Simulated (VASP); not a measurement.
**MnS: single point with PBE**

Crystal: MnS.

```
Mn S
1.0
     0.00000    2.60450    2.60450
     2.60450    0.00000    2.60450
     2.60450    2.60450    0.00000
Mn S
1 1
Direct
  0.00000 0.00000 0.00000
  0.50000 0.50000 0.50000
```

```
Program             : VASP 6.6.1
Task                : single point
Functional          : PBE
Potentials or basis : VASP PAW PBE potentials, release 64 (Mn_pv, S)
Cutoff              : 520 eV
k mesh              : 9 × 9 × 9
Occupations         : fermi-dirac, width 0.05 eV
Spin                : no spin polarisation
```

- Pressure: -23.2 GPa

Levels at points of the mesh, in eV from the Fermi level:
| k point | band 5 | band 6 | band 7 | band 8 | band 9 | band 10 | band 11 | band 12 | band 13 | band 14 |
| --- | --- | --- | --- | --- | --- | --- | --- | --- | --- | --- |
| (0.00, 0.00, 0.00) | -1.65 | -1.65 | -1.65 | -0.86 | -0.86 | -0.86 | -0.79 | -0.79 | 2.60 | 9.51 |

It took 19 s on 1 thread of AMD EPYC 7R13 Processor (Zen 3), with other jobs on the host, peak memory 0.13 GiB.

Caveat: the run has no spin polarisation, though such a crystal can be magnetic; semilocal functionals often make such compounds metallic where correlation or magnetic order opens a gap, which also shifts bond lengths. With open d or f shells a metallic result of PBE can be an artefact of self-interaction; +U or a hybrid may open a gap.
